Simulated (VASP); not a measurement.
# LiH (F-43m) in VASP: further runs

The runs below take LiH through single point, with PBE-based screened hybrid.

Program: VASP 6.6.1. These are calculated values, not measurements. Logs are shortened: lines on timing, memory, paths and dates and some standing lists are left out, and cuts for length are marked.

## Step 1: The cell of the first run

It takes space group F-43m (No. 216, cubic). The conventional cell has a = 4.290 Å, b = 4.290 Å, c = 4.290 Å, α = 90.00°, β = 90.00°, γ = 90.00°. Li (site symmetry -43m) has 4 H at 1.86 Å within 2.5 Å. Within 2.5 Å of H (site symmetry -43m) lie 4 Li at 1.86 Å.

## Step 2: Single point, PBE-based screened hybrid

Contents of POSCAR:

```
LiH
1.0
    0.0000000000      2.1451220117      2.1451220117
    2.1451220117      0.0000000000      2.1451220117
    2.1451220117      2.1451220117      0.0000000000
Li H
1 1
Direct
    0.0000000000      0.0000000000      0.0000000000
    0.2500000000      0.2500000000      0.2500000000
```

Contents of INCAR.step1:

```
SYSTEM = LiH
ALGO     = Normal         ! electronic algorithm
EDIFF    = 1E-5           ! SCF threshold, eV
ENCUT    = 520            ! plane-wave cutoff, eV
GGA      = PE             ! functional
ISIF     = 2              ! what is computed and relaxed
ISMEAR   = 0              ! smearing method
LASPH    = .True.         ! aspherical terms in the spheres
LREAL    = .False.        ! projectors in reciprocal space
LWAVE    = .True.         ! write WAVECAR
NBANDS   = 9              ! bands
NELM     = 60             ! most SCF steps
PREC     = Accurate       ! precision mode
SIGMA    = 0.01           ! smearing width, eV
```

Contents of INCAR.step2:

```
SYSTEM = LiH
AEXX     = 0.5            ! exact-exchange fraction
ALGO     = Normal         ! electronic algorithm
EDIFF    = 1E-7           ! SCF threshold, eV
ENCUT    = 520            ! plane-wave cutoff, eV
GGA      = PE             ! functional
HFSCREEN = 0.3            ! screening, 1/A
ISIF     = 2              ! what is computed and relaxed
ISMEAR   = 0              ! smearing method
ISTART   = 1            
LASPH    = .True.         ! aspherical terms in the spheres
LCHARG   = .True.         ! write CHGCAR
LELF     = .True.         ! ELF
LHFCALC  = .True.         ! exact exchange
LREAL    = .False.        ! projectors in reciprocal space
LVHAR    = .True.       
LWAVE    = .False.        ! write WAVECAR
NBANDS   = 9              ! bands
NELM     = 60             ! most SCF steps
PREC     = Accurate       ! precision mode
PRECFOCK = Normal       
SIGMA    = 0.01           ! smearing width, eV
```

Contents of KPOINTS:

```
k-points
0
Gamma
  4 4 4
  0 0 0
```

Potentials or basis: VASP PAW PBE potentials, release 64 (Li_sv, H).

Launch:

```
cat potpaw_PBE.64/Li_sv/POTCAR potpaw_PBE.64/H/POTCAR > POTCAR
cp INCAR.step1 INCAR
mpirun -np 1 vasp_std > vasp.out
cp INCAR.step2 INCAR
mpirun -np 1 vasp_std > vasp.out
```

OUTCAR:

```text
SYSTEM = LiH
   AEXX = 0.5
   EDIFF = 1E-7
   ENCUT = 520
   GGA = PE
   HFSCREEN = 0.3
   ISIF = 2
   ISMEAR = 0
   ISTART = 1
   LASPH = .True.
   LHFCALC = .True.
   LREAL = .False.
   NELM = 60
   PREC = Accurate
   PRECFOCK = Normal

 ion  position               nearest neighbor table
   1  0.000  0.000  0.000-
   2  0.250  0.250  0.250-

  LATTYP: Found a face centered cubic cell.
 ALAT       =     4.2902440234

  Lattice vectors:

 A1 = (   0.0000000000,   2.1451220117,   2.1451220117)
 A2 = (   2.1451220117,   0.0000000000,   2.1451220117)
 A3 = (   2.1451220117,   2.1451220117,   0.0000000000)

Analysis of symmetry for initial positions (statically):
=====================================================================
 Subroutine PRICEL returns:
 Original cell was already a primitive cell.

 Routine SETGRP: Setting up the symmetry group for a
 face centered cubic supercell.

 Subroutine GETGRP returns: Found 24 space group operations
 (whereof 24 operations were pure point group operations)
 out of a pool of 48 trial point group operations.

The static configuration has the point symmetry T_d .

Analysis of symmetry for dynamics (positions and initial velocities):
=====================================================================
 Subroutine PRICEL returns:
 Original cell was already a primitive cell.

 Routine SETGRP: Setting up the symmetry group for a
 face centered cubic supercell.

 Subroutine GETGRP returns: Found 24 space group operations
 (whereof 24 operations were pure point group operations)
 out of a pool of 48 trial point group operations.

The dynamic configuration has the point symmetry T_d .

 Subroutine INISYM returns: Found 24 space group operations
 (whereof 24 operations are pure point group operations),
 and found     1 'primitive' translations

----------------------------------------------------------------------------------------

                                     Primitive cell

  volume of cell :      19.7418

  direct lattice vectors                    reciprocal lattice vectors
     0.000000000  2.145122012  2.145122012    -0.233086975  0.233086975  0.233086975
     2.145122012  0.000000000  2.145122012     0.233086975 -0.233086975  0.233086975
     2.145122012  2.145122012  0.000000000     0.233086975  0.233086975 -0.233086975

  length of vectors
     3.033660642  3.033660642  3.033660642     0.403718483  0.403718483  0.403718483

  position of ions in fractional coordinates (direct lattice)
     0.000000000  0.000000000  0.000000000
     0.250000000  0.250000000  0.250000000

  ion indices of the primitive-cell ions
   primitive index   ion index
                 1           1
                 2           2

----------------------------------------------------------------------------------------

 KPOINTS: k-points

Automatic generation of k-mesh.
 Grid dimensions read from file:
 generate k-points for:    4    4    4

 Generating k-lattice:

  Cartesian coordinates                     Fractional coordinates (reciprocal lattice)
    -0.058271744  0.058271744  0.058271744     0.250000000  0.000000000  0.000000000
     0.058271744 -0.058271744  0.058271744     0.000000000  0.250000000  0.000000000
     0.058271744  0.058271744 -0.058271744     0.000000000  0.000000000  0.250000000

  Length of vectors
     0.100929621  0.100929621  0.100929621

  Shift w.r.t. Gamma in fractional coordinates (k-lattice)
     0.000000000  0.000000000  0.000000000

 Subroutine IBZKPT returns following result:
 ===========================================

 Found      8 irreducible k-points:

 Following reciprocal coordinates:
            Coordinates               Weight
  0.000000  0.000000  0.000000      1.000000
  0.250000  0.000000  0.000000      8.000000
  0.500000  0.000000  0.000000      4.000000
  0.250000  0.250000  0.000000      6.000000
  0.500000  0.250000  0.000000     24.000000
 -0.250000  0.250000  0.000000     12.000000
  0.500000  0.500000  0.000000      3.000000
 -0.250000  0.500000  0.250000      6.000000
   k-points           NKPTS =      8   k-points in BZ     NKDIM =     64   number of bands    NBANDS=      9
   number of dos      NEDOS =    301   number of ions     NIONS =      2
   total plane-waves  NPLWV =  13824
   dimension x,y,z NGX =    24 NGY =   24 NGZ =   24
   dimension x,y,z NGXF=    48 NGYF=   48 NGZF=   48
   ions per type =               1   1
   NGX,Y,Z   is equivalent  to a cutoff of  13.15, 13.15, 13.15 a.u.
   NGXF,Y,Z  is equivalent  to a cutoff of  26.30, 26.30, 26.30 a.u.
 SYSTEM =  LiH
   PREC   = accura    normal or accurate (medium, high low for compatibility)
   ISTART =      1    job   : 0-new  1-cont  2-samecut
   ICHARG =      0    charge: 1-file 2-atom 10-const
   ISPIN  =      1    spin polarized calculation?
   LNONCOLLINEAR =      F non collinear calculations
   LSORBIT =      F    spin-orbit coupling
   LASPH  =      T    aspherical Exc in radial PAW
   ENCUT  =  520.0 eV  38.22 Ry    6.18 a.u.   5.64  5.64  5.64*2*pi/ulx,y,z
   NELM   =     60;   NELMIN=  2; NELMDL=  0     # of ELM steps
   EDIFF  = 0.1E-06   stopping-criterion for ELM
   LREAL  =      F    real-space projection
   EDIFFG = 0.1E-05   stopping-criterion for IOM
   NSW    =      0    number of steps for IOM
   IBRION =     -1    ionic relax: 0-MD 1-quasi-New 2-CG
   NFREE  =      0    steps in history (QN), initial steepest desc. (CG)
   ISIF   =      2    stress and relaxation
   ISYM   =      3    0-nonsym 1-usesym 2-fastsym
   POTIM  = 0.5000    time-step for ionic-motion
   TEBEG  =    0.0;   TEEND  =   0.0 temperature during run
   PSTRESS=    0.0 pullay stress
   NELECT =       4.0000    total number of electrons
   NUPDOWN=      -1.0000    fix difference up-down
   EMIN   =  10.00;   EMAX   =-10.00  energy-range for DOS
   EFERMI =   0.00;   METHOD = LEGACY
   ISMEAR =     0;   SIGMA  =   0.01  broadening in eV -4-tet -1-fermi 0-gaus
   EFERMI_NEDOS =   21; number of points for ismear=-14 and -15
   IALGO  =     38    algorithm
   IMIX   =      1    mixing-type and parameters
     AMIX     =   0.40;   BMIX     =  1.00
     AMIX_MAG =   1.60;   BMIX_MAG =  1.00
  volume/ion in A,a.u.               =       9.87        66.61
  Fermi-wavevector in a.u.,A,eV,Ry     =   0.961537  1.817042 12.579322  0.924554
  Thomas-Fermi vector in A             =   2.090918
   LORBIT       =      0    0 simple, 1 ext, 2 COOP (PROOUT), +10 PAW based schemes
   GGA     = PE    functional components
   LHFCALC =     T    Hartree Fock is set to
   PRECFOCK=normal    Normal, Fast or Accurate (Low or Medium for compatibility)
   ENCUT4O =  -1.0   cutoff for four orbital integrals eV
   NKREDX  =     1    reduce k-point grid by
   NKREDY  =     1    reduce k-point grid by
   NKREDZ  =     1    reduce k-point grid by
   AEXX    =    0.5000 exact exchange contribution
   HFSCREEN=    0.3000 screening length (either q_TF or 0.3 A-1)
   HFSCREENC=   0.3000 screening length for correlation (either q_TF or 0.3 A-1)
   ENCUTFOCK=  -1.0 apply spherical cutoff to Coloumb kernel
   IVDW    =     0    specifies the selected vdW correction
   LEPSILON=     F    determine dielectric tensor
   LRPA    =     F    only Hartree local field effects (RPA)
 non-spin polarized calculation
 Gauss-broadening in eV      SIGMA  =   0.01
  energy-cutoff  :      520.00
  volume of cell :       19.74
 maximum number of plane-waves:       544
 NGX is ok and might be reduce to    24
  NGX = 18; NGY = 18; NGZ = 18

 number of electron       3.9999993 magnetization

 Free energy of the ion-electron system (eV)
  ---------------------------------------------------
  ext. energy  EPLUGINS =         0.00000000
  ---------------------------------------------------
  free energy    TOTEN  =        -7.12350682 eV

  energy without entropy =       -7.12350682  energy(sigma->0) =       -7.12350682

 E-fermi :  -2.8251     XC(G=0):  -5.5356

 val. band max:       -2.9509532460   @ k =  -0.2500   0.5000   0.2500
 cond. band min:       2.9239037543   @ k =   0.5000   0.0000   0.0000
 fundamental gap:      5.8748570003
 Fermi energy:        -2.8251121021

 k-point     1 :       0.0000    0.0000    0.0000
  band No.  band energies     occupation
      1     -52.0051      2.00000
      2      -7.3877      2.00000
      3      12.7598      0.00000
      4      16.9475      0.00000
      5      16.9475      0.00000
      6      16.9475      0.00000
      7      19.4881      0.00000
      8      19.4881      0.00000
      9      19.4881      0.00000

 k-point     2 :       0.2500    0.0000    0.0000
  band No.  band energies     occupation
      1     -51.9909      2.00000
      2      -6.1828      2.00000
      3       7.4666      0.00000
      4      15.2254      0.00000
      5      15.2254      0.00000
      6      15.5074      0.00000
      7      20.5501      0.00000
      8      20.5501      0.00000
      9      22.0891      0.00000

 k-point     3 :       0.5000    0.0000    0.0000
  band No.  band energies     occupation
      1     -51.9767      2.00000
      2      -4.1888      2.00000
      3       2.9239      0.00000
      4      14.6668      0.00000
      5      14.6668      0.00000
      6      15.7071      0.00000
      7      18.4470      0.00000
      8      18.4470      0.00000
      9      22.2389      0.00000

 k-point     4 :       0.2500    0.2500    0.0000
  band No.  band energies     occupation
      1     -51.9864      2.00000
      2      -5.8028      2.00000
      3       8.9659      0.00000
      4      12.1016      0.00000
      5      12.1016      0.00000
      6      14.3337      0.00000
      7      17.4867      0.00000
      8      26.1071      0.00000
      9      26.5270      0.00000

 k-point     5 :       0.5000    0.2500    0.0000
  band No.  band energies     occupation
      1     -51.9724      2.00000
      2      -3.7944      2.00000
      3       4.4002      0.00000
      4       9.5812      0.00000
      5      11.5543      0.00000
      6      14.4919      0.00000
      7      19.7859      0.00000
      8      24.5061      0.00000
      9      25.2416      0.00000

 k-point     6 :      -0.2500    0.2500    0.0000
  band No.  band energies     occupation
      1     -51.9770      2.00000
      2      -4.4736      2.00000
      3       4.8592      0.00000
      4       9.6959      0.00000
      5      13.8742      0.00000
      6      15.9513      0.00000
      7      20.1142      0.00000
      8      22.6327      0.00000
      9      23.9117      0.00000

 k-point     7 :       0.5000    0.5000    0.0000
  band No.  band energies     occupation
      1     -51.9680      2.00000
      2      -3.3135      2.00000
      3       6.0661      0.00000
      4       9.1332      0.00000
      5      10.0603      0.00000
      6      10.0603      0.00000
      7      17.9834      0.00000
      8      28.6149      0.00000
      9      32.5572      0.00000

 k-point     8 :      -0.2500    0.5000    0.2500
  band No.  band energies     occupation
      1     -51.9679      2.00000
      2      -2.9510      2.00000
      3       5.3542      0.00000
      4       5.8006      0.00000
      5      10.2569      0.00000
      6      17.8517      0.00000
      7      19.6880      0.00000
      8      21.0743      0.00000
      9      26.6630      0.00000

------------------------ aborting loop because EDIFF is reached ----------------------------------------

  FORCE on cell =-STRESS in cart. coord.  units (eV):
  Direction    XX          YY          ZZ          XY          YZ          ZX
  --------------------------------------------------------------------------------------
  -------------------------------------------------------------------------------------
  Total       -0.0987721     -0.0987721     -0.0987721      0.0000000      0.0000000     -0.0000000
  in kB       -8.0160240     -8.0160240     -8.0160240      0.0000000      0.0000000     -0.0000000
  external PRESSURE =      -8.0160240 kB  Pullay stress =       0.0000000 kB

 VOLUME and BASIS-vectors are now :
 -----------------------------------------------------------------------------
  energy-cutoff  :      520.00
  volume of cell :       19.74
      direct lattice vectors                 reciprocal lattice vectors
     0.000000000  2.145122012  2.145122012    -0.233086975  0.233086975  0.233086975
     2.145122012  0.000000000  2.145122012     0.233086975 -0.233086975  0.233086975
     2.145122012  2.145122012  0.000000000     0.233086975  0.233086975 -0.233086975

 POSITION                                       TOTAL-FORCE (eV/Angst)
 -----------------------------------------------------------------------------------
      0.00000      0.00000      0.00000        -0.000000     -0.000000     -0.000000
      1.07256      1.07256      1.07256         0.000000      0.000000      0.000000
 -----------------------------------------------------------------------------------
    total drift:                                0.000006      0.000001      0.000003

  FREE ENERGIE OF THE ION-ELECTRON SYSTEM (eV)
  ---------------------------------------------------
  free  energy   TOTEN  =        -7.1235068210 eV

  energy  without entropy=       -7.1235068210  energy(sigma->0) =       -7.12350682
```

Run time: 30 s. Hardware: 1 thread of AMD EPYC 7R13 (Zen 3), shared host; peak memory 0.2 GiB.

Results:

* Free energy: -7.1235 eV
* Band gap on the k mesh: 5.87 eV, indirect (least direct gap 7.11 eV)

Caveat: the k points lie up to 0.63 Å⁻¹ apart; the cutoff is under 1.25 times the usual one of these potentials, so pressure, stress and relaxed cells hold a basis-set (Pulay) error; the PAW data sets were made with another functional, which shifts forces and pressure a little.

## Step 3: Single point, PBE-based screened hybrid

POSCAR is that of step 2.

Contents of INCAR.step1:

```
SYSTEM = LiH
  PREC = Accurate
  ENCUT = 520
  EDIFF = 1E-5
  ISMEAR = 0
  SIGMA = 0.01
  LREAL = .FALSE.
  LASPH = .TRUE.
  NELM = 60
  ALGO = Normal
  ISIF = 2
  LWAVE = .TRUE.
  LCHARG = .FALSE.
  GGA = PE
  NBANDS = 9
```

Contents of INCAR.step2:

```
SYSTEM = LiH
  PREC = Accurate
  ENCUT = 520
  EDIFF = 1E-6
  ISMEAR = 0
  SIGMA = 0.01
  LREAL = .FALSE.
  LASPH = .TRUE.
  NELM = 60
  ALGO = Normal
  ISIF = 2
  LWAVE = .FALSE.
  LCHARG = .FALSE.
  GGA = PE
  LHFCALC = .TRUE.
  AEXX = 0.2
  HFSCREEN = 0.3
  PRECFOCK = Normal
  ISTART = 1
  NBANDS = 9
```

Contents of KPOINTS:

```
regular mesh
0
G
  4 4 4
  0 0 0
```

Potentials or basis: VASP PAW PBE potentials, release 64 (Li_sv, H).

Launch:

```
cat potpaw_PBE.64/Li_sv/POTCAR potpaw_PBE.64/H/POTCAR > POTCAR
cp INCAR.step1 INCAR
mpirun -np 1 vasp_std > vasp.out
cp INCAR.step2 INCAR
mpirun -np 1 vasp_std > vasp.out
```

OUTCAR:

```text
SYSTEM = LiH
   PREC = Accurate
   ENCUT = 520
   EDIFF = 1E-6
   ISMEAR = 0
   LREAL = .FALSE.
   LASPH = .TRUE.
   NELM = 60
   ISIF = 2
   GGA = PE
   LHFCALC = .TRUE.
   AEXX = 0.2
   HFSCREEN = 0.3
   PRECFOCK = Normal
   ISTART = 1

 ion  position               nearest neighbor table
   1  0.000  0.000  0.000-
   2  0.250  0.250  0.250-

  LATTYP: Found a face centered cubic cell.
 ALAT       =     4.2902440234

  Lattice vectors:
[... 271 lines left out ...]
      8      20.3270      0.00000
      9      25.7923      0.00000

------------------------ aborting loop because EDIFF is reached ----------------------------------------

  FORCE on cell =-STRESS in cart. coord.  units (eV):
  Direction    XX          YY          ZZ          XY          YZ          ZX
  --------------------------------------------------------------------------------------
  -------------------------------------------------------------------------------------
  Total       -0.0547689     -0.0547689     -0.0547689      0.0000000      0.0000000      0.0000000
  in kB       -4.4448683     -4.4448683     -4.4448683      0.0000000      0.0000000      0.0000000
  external PRESSURE =      -4.4448683 kB  Pullay stress =       0.0000000 kB

 VOLUME and BASIS-vectors are now :
 -----------------------------------------------------------------------------
  energy-cutoff  :      520.00
  volume of cell :       19.74
      direct lattice vectors                 reciprocal lattice vectors
     0.000000000  2.145122012  2.145122012    -0.233086975  0.233086975  0.233086975
     2.145122012  0.000000000  2.145122012     0.233086975 -0.233086975  0.233086975
     2.145122012  2.145122012  0.000000000     0.233086975  0.233086975 -0.233086975

 POSITION                                       TOTAL-FORCE (eV/Angst)
 -----------------------------------------------------------------------------------
      0.00000      0.00000      0.00000        -0.000000     -0.000000     -0.000000
      1.07256      1.07256      1.07256         0.000000      0.000000      0.000000
 -----------------------------------------------------------------------------------
    total drift:                                0.000001      0.000001      0.000001

  FREE ENERGIE OF THE ION-ELECTRON SYSTEM (eV)
  ---------------------------------------------------
  free  energy   TOTEN  =        -6.4599213434 eV

  energy  without entropy=       -6.4599213434  energy(sigma->0) =       -6.45992134
```

OUTCAR.step1:

```text
SYSTEM = LiH
   PREC = Accurate
   ENCUT = 520
   EDIFF = 1E-5
   ISMEAR = 0
   LREAL = .FALSE.
   LASPH = .TRUE.
[... 299 lines left out ...]
      0.00000      0.00000      0.00000        -0.000000     -0.000000     -0.000000
      1.07256      1.07256      1.07256         0.000000      0.000000      0.000000
 -----------------------------------------------------------------------------------
    total drift:                               -0.000001     -0.000001     -0.000001

  FREE ENERGIE OF THE ION-ELECTRON SYSTEM (eV)
  ---------------------------------------------------
  free  energy   TOTEN  =        -6.0342778748 eV

  energy  without entropy=       -6.0342778748  energy(sigma->0) =       -6.03427787
```

OSZICAR.step1:

```text
N       E                     dE             d eps       ncg     rms          rms(c)
DAV:   1     0.317815709204E+00    0.31782E+00   -0.17362E+03   152   0.440E+02
DAV:   2    -0.625589564106E+01   -0.65737E+01   -0.64986E+01   209   0.609E+01
DAV:   3    -0.637468442389E+01   -0.11879E+00   -0.11872E+00   154   0.685E+00
DAV:   4    -0.637567434753E+01   -0.98992E-03   -0.98971E-03   185   0.594E-01
DAV:   5    -0.637569578015E+01   -0.21433E-04   -0.21432E-04   169   0.512E-02    0.330E+00
DAV:   6    -0.610463165382E+01    0.27106E+00   -0.25445E-01   151   0.143E+00    0.161E+00
DAV:   7    -0.602898646910E+01    0.75645E-01   -0.28168E-01   152   0.171E+00    0.287E-01
DAV:   8    -0.603431318517E+01   -0.53267E-02   -0.11590E-02   165   0.556E-01    0.505E-02
DAV:   9    -0.603427845217E+01    0.34733E-04   -0.22231E-04   175   0.728E-02    0.970E-03
DAV:  10    -0.603427787476E+01    0.57741E-06   -0.10690E-05   165   0.225E-02
   1 F= -.60342779E+01 E0= -.60342779E+01  d E =-.533417E-80
```

Run time: 21 s. Hardware: 1 thread of AMD EPYC 7R13 (Zen 3), shared host; peak memory 0.2 GiB.

Results:

- Free energy: -6.4599 eV
- Band gap on the k mesh: 4.86 eV, indirect (least direct gap 6.00 eV)

Caveat: the k points lie up to 0.63 Å⁻¹ apart; the cutoff is under 1.25 times the usual one of these potentials, so pressure, stress and relaxed cells hold a basis-set (Pulay) error; the PAW data sets were made with another functional, which shifts forces and pressure a little.
